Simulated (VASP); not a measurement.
# K (Pm-3m) in VASP: a series of runs, part 2 of 2

VASP 6.6.1.

**3. Single point, LDA (volume scaled by 0.88)**

Contents of INCAR:

```
SYSTEM = K
PREC = Accurate
ENCUT = 520
EDIFF = 1E-6
ISMEAR = -1
SIGMA = 0.1
LREAL = .False.
LASPH = .True.
NELM = 80
ALGO = Normal
ISIF = 2
LWAVE = .False.
LCHARG = .False.
NBANDS = 10
```

Contents of KPOINTS:

```
regular mesh
0
Gamma
  13 13 13
  0 0 0
```

Contents of POSCAR:

```
K
1.0
    3.9316394452      0.0000000000      0.0000000000
    0.0000000000      3.9316394452      0.0000000000
    0.0000000000      0.0000000000      3.9316394452
K
1
Direct
    0.0000000000      0.0000000000      0.0000000000
```

Potentials or basis: VASP PAW LDA potentials, release 64 (K_sv).

Command:

```
$ cat potpaw_LDA.64/K_sv/POTCAR > POTCAR
$ mpirun -np 1 vasp_std > vasp.out
```

It took 17 s on 1 thread of AMD EPYC 9R14 (Zen 4), shared host; peak memory 0.14 GiB.

The run converged. Its results:

| Quantity | Value |
| --- | --- |
| Free energy | -1.0552 eV |
| Pressure | 0.5 GPa |

Levels at points of the mesh, in eV from the Fermi level:
| k point | band 2 | band 3 | band 4 | band 5 | band 6 | band 7 | band 8 | band 9 |
| --- | --- | --- | --- | --- | --- | --- | --- | --- |
| (0.00, 0.00, 0.00) | -15.56 | -15.56 | -15.56 | -2.45 | 2.76 | 2.76 | 6.63 | 6.63 |

**4. Single point, LDA (volume scaled by 0.92)**

Contents of INCAR:

```
PREC = Accurate
ENCUT = 520
EDIFF = 1E-7
ISMEAR = -1
SIGMA = 0.1
LREAL = F
LASPH = T
NELM = 100
ALGO = Normal
ISIF = 2
LWAVE = F
LCHARG = F
NBANDS = 10
```

Contents of KPOINTS:

```
regular mesh
0
Gamma
  13 13 13
```

Contents of POSCAR:

```
K
1.0
    3.9903292836      0.0000000000      0.0000000000
    0.0000000000      3.9903292836      0.0000000000
    0.0000000000      0.0000000000      3.9903292836
K
1
Direct
    0.0000000000      0.0000000000      0.0000000000
```

Potentials or basis: VASP PAW LDA potentials, release 64 (K_sv).

Command:

```
$ cat potpaw_LDA.64/K_sv/POTCAR > POTCAR
$ mpirun -np 1 vasp_std > vasp.out
```

OUTCAR:

```text
PREC = Accurate
   ENCUT = 520
   EDIFF = 1E-7
   ISMEAR = -1
   LREAL = F
   LASPH = T
   NELM = 100
   ISIF = 2

 ion  position               nearest neighbor table
   1  0.000  0.000  0.000-

  LATTYP: Found a simple cubic cell.
 ALAT       =     3.9903292836

  Lattice vectors:

 A1 = (   3.9903292836,   0.0000000000,   0.0000000000)
 A2 = (   0.0000000000,   3.9903292836,   0.0000000000)
 A3 = (   0.0000000000,   0.0000000000,   3.9903292836)

Analysis of symmetry for initial positions (statically):
=====================================================================
 Subroutine PRICEL returns:
 Original cell was already a primitive cell.

 Routine SETGRP: Setting up the symmetry group for a
 simple cubic supercell.

 Subroutine GETGRP returns: Found 48 space group operations
 (whereof 48 operations were pure point group operations)
 out of a pool of 48 trial point group operations.

The static configuration has the point symmetry O_h .

Analysis of symmetry for dynamics (positions and initial velocities):
=====================================================================
 Subroutine PRICEL returns:
 Original cell was already a primitive cell.

 Routine SETGRP: Setting up the symmetry group for a
 simple cubic supercell.

 Subroutine GETGRP returns: Found 48 space group operations
 (whereof 48 operations were pure point group operations)
 out of a pool of 48 trial point group operations.

The dynamic configuration has the point symmetry O_h .

 Subroutine INISYM returns: Found 48 space group operations
 (whereof 48 operations are pure point group operations),
 and found     1 'primitive' translations

----------------------------------------------------------------------------------------

                                     Primitive cell
[... 110 lines left out ...]
  volume/ion in A,a.u.               =      63.54       428.77
  Fermi-wavevector in a.u.,A,eV,Ry     =   0.853389  1.612671  9.908748  0.728272
  Thomas-Fermi vector in A             =   1.969824
   LORBIT       =      0    0 simple, 1 ext, 2 COOP (PROOUT), +10 PAW based schemes
   GGA     = CA    functional components
   LHFCALC =     F    Hartree Fock is set to
   AEXX    =    0.0000 exact exchange contribution
   IVDW    =     0    specifies the selected vdW correction
   LEPSILON=     F    determine dielectric tensor
   LRPA    =     F    only Hartree local field effects (RPA)
 non-spin polarized calculation
  energy-cutoff  :      520.00
  volume of cell :       63.54
 maximum number of plane-waves:      1743
 NGX is ok and might be reduce to    30
   NGX = 15   NGY = 15   NGZ = 15

 number of electron       8.9999998 magnetization

 Free energy of the ion-electron system (eV)
  ---------------------------------------------------
  ext. energy  EPLUGINS =         0.00000000
  ---------------------------------------------------
  free energy    TOTEN  =        -1.06287143 eV

  energy without entropy =       -1.03838317  energy(sigma->0) =       -1.05062730

 E-fermi :   0.0583     XC(G=0):  -6.2490

 val. band max:        0.0203076378   @ k =   0.4615   0.1538   0.0000
 cond. band min:       0.0586612075   @ k =   0.3846   0.3077   0.0000
 fundamental gap:      0.0383535696
 Fermi energy:         0.0582946974

 k-point     1 :       0.0000    0.0000    0.0000
  band No.  band energies     occupation
      1     -31.8805      2.00000
      2     -15.5174      2.00000
      3     -15.5174      2.00000
      4     -15.5174      2.00000
      5      -2.3293      2.00000
      6       2.8279      0.00000
      7       2.8279      0.00000
      8       6.5816      0.00000
      9       6.5816      0.00000
     10       6.5817      0.00000
[... 287 lines left out ...]
 k-point    24 :       0.3846    0.3077    0.0000
  band No.  band energies     occupation
      1     -31.8621      2.00000
      2     -15.6618      2.00000
      3     -15.6228      2.00000
      4     -15.4930      2.00000
      5       0.0587      0.99817
      6       1.7839      0.00000
      7       2.8878      0.00000
      8       3.8938      0.00000
      9       5.2696      0.00000
     10       5.6507      0.00000

 [... further k-points ...]

------------------------ aborting loop because EDIFF is reached ----------------------------------------

  FORCE on cell =-STRESS in cart. coord.  units (eV):
  Direction    XX          YY          ZZ          XY          YZ          ZX
  --------------------------------------------------------------------------------------
  -------------------------------------------------------------------------------------
  Total        0.1272766      0.1272766      0.1272766      0.0000000     -0.0000000      0.0000000
  in kB        3.2094682      3.2094682      3.2094682      0.0000000     -0.0000000      0.0000000
  external PRESSURE =       3.2094682 kB  Pullay stress =       0.0000000 kB

 VOLUME and BASIS-vectors are now :
 -----------------------------------------------------------------------------
  energy-cutoff  :      520.00
  volume of cell :       63.54
      direct lattice vectors                 reciprocal lattice vectors
     3.990329284  0.000000000  0.000000000     0.250605885  0.000000000  0.000000000
     0.000000000  3.990329284  0.000000000     0.000000000  0.250605885  0.000000000
     0.000000000  0.000000000  3.990329284     0.000000000  0.000000000  0.250605885

 POSITION                                       TOTAL-FORCE (eV/Angst)
 -----------------------------------------------------------------------------------
      0.00000      0.00000      0.00000         0.000000      0.000000      0.000000
 -----------------------------------------------------------------------------------
    total drift:                               -0.000000      0.000000     -0.000000

  FREE ENERGIE OF THE ION-ELECTRON SYSTEM (eV)
  ---------------------------------------------------
  free  energy   TOTEN  =        -1.0628714259 eV

  energy  without entropy=       -1.0383831654  energy(sigma->0) =       -1.05062730
```

stdout:

```text
POSCAR found type information on POSCAR K
 POSCAR found :  1 types and       1 ions
 scaLAPACK will be used
 LDA part: xc-table for (Slater(with rela. corr.)+CA(PZ))
 , standard interpolation
 POSCAR, INCAR and KPOINTS ok, starting setup
 FFT: planning ... GRIDC
 FFT: planning ... GRID_SOFT
 FFT: planning ... GRID
 WAVECAR not read
 entering main loop
```

It took 21 s on 1 thread of AMD EPYC 9R14 (Zen 4), shared host; peak memory 0.14 GiB.

Results:

```yaml
Free_energy: -1.0629 eV
Pressure: 0.3 GPa
```

Levels at points of the mesh, in eV from the Fermi level:
| k point | band 3 | band 4 | band 5 | band 6 | band 7 | band 8 |
| --- | --- | --- | --- | --- | --- | --- |
| (0.00, 0.00, 0.00) | -15.58 | -15.58 | -2.39 | 2.77 | 2.77 | 6.52 |

**5. Single point, LDA (volume scaled by 0.96)**

Contents of INCAR:

```
SYSTEM = K
PREC     = Accurate       ! precision mode
ENCUT    = 520            ! plane-wave cutoff, eV
EDIFF    = 1E-7           ! SCF threshold, eV
ISMEAR   = -1             ! smearing method
SIGMA    = 0.1            ! smearing width, eV
LREAL    = .FALSE.        ! projectors in reciprocal space
LASPH    = .TRUE.         ! aspherical terms in the spheres
NELM     = 100            ! most SCF steps
ALGO     = Normal         ! electronic algorithm
ISIF     = 2              ! what is computed and relaxed
LWAVE    = .FALSE.        ! write WAVECAR
LCHARG   = .FALSE.        ! write CHGCAR
NBANDS   = 10             ! bands
```

Contents of KPOINTS:

```
Automatic mesh
0
G
  13 13 13
  0 0 0
```

Contents of POSCAR:

```
K
1.0
    4.0473416903      0.0000000000      0.0000000000
    0.0000000000      4.0473416903      0.0000000000
    0.0000000000      0.0000000000      4.0473416903
K
1
Direct
    0.0000000000      0.0000000000      0.0000000000
```

Command:

```
$ cat potpaw_LDA.64/K_sv/POTCAR > POTCAR
$ mpirun -np 1 vasp_std > vasp.out
```

It took 20 s on 1 thread of AMD EPYC 9R14 (Zen 4), shared host; peak memory 0.15 GiB.

It converged, with:

```yaml
Free_energy: -1.0670 eV
Pressure: 0.1 GPa
```

Levels at points of the mesh, in eV from the Fermi level:
| k point | band 3 | band 4 | band 5 | band 6 | band 7 | band 8 |
| --- | --- | --- | --- | --- | --- | --- |
| (0.00, 0.00, 0.00) | -15.59 | -15.59 | -2.32 | 2.78 | 2.78 | 6.42 |

**6. Single point, LDA**

Contents of INCAR:

```
SYSTEM = K
  PREC = Accurate
  ENCUT = 520
  EDIFF = 1E-6
  ISMEAR = -1
  SIGMA = 0.1
  LREAL = .False.
  LASPH = .True.
  NELM = 100
  ALGO = Normal
  ISIF = 2
  LWAVE = .False.
  LCHARG = .True.
  GGA = CA
  LELF = .True.
  LVHAR = .True.
  NBANDS = 10
```

Contents of KPOINTS:

```
regular mesh
0
Gamma
  13 13 13
  0 0 0
```

Contents of POSCAR:

```
K
1.0
    4.1027916176      0.0000000000      0.0000000000
    0.0000000000      4.1027916176      0.0000000000
    0.0000000000      0.0000000000      4.1027916176
K
1
Direct
    0.0000000000      0.0000000000      0.0000000000
```

Potentials or basis: VASP PAW LDA potentials, release 64 (K_sv).

Command:

```
$ cat potpaw_LDA.64/K_sv/POTCAR > POTCAR
$ mpirun -np 1 vasp_std > vasp.out
```

Run time: 20 s. Hardware: 1 thread of AMD EPYC 9R14 (Zen 4), shared host; peak memory 0.15 GiB.

Results (log left out):

| Property | Result |
| --- | --- |
| Free energy | -1.0682 eV |
| Pressure | 0.0 GPa |

Levels at points of the mesh, in eV from the Fermi level:
```tsv
k point	band 1	band 2	band 3	band 4	band 5	band 6	band 7	band 8	band 9	band 10
(0.00, 0.00, 0.00)	-31.95	-15.61	-15.61	-15.61	-2.26	2.79	2.79	6.33	6.33	6.33
```

**7. Overview**

| cell | k mesh | gap on the mesh (eV) | pressure (GPa) |
| --- | --- | --- | --- |
| a = 4.103 Å, 1 atom | 8 × 8 × 8 | none | 0.0 |
| a = 3.932 Å, 1 atom | 13 × 13 × 13 | none | 0.5 |
| a = 3.990 Å, 1 atom | 13 × 13 × 13 | none | 0.3 |
| a = 4.047 Å, 1 atom | 13 × 13 × 13 | none | 0.1 |
| a = 4.103 Å, 1 atom | 13 × 13 × 13 | none | 0.0 |

Alike in all rows: task single point; level LDA; potentials or basis VASP PAW LDA potentials, release 64 (K_sv); no spin polarisation; cutoff (eV) 520; smearing fermi-dirac 0.1 eV.

Absolute energies hang on the potentials; compare differences alone.
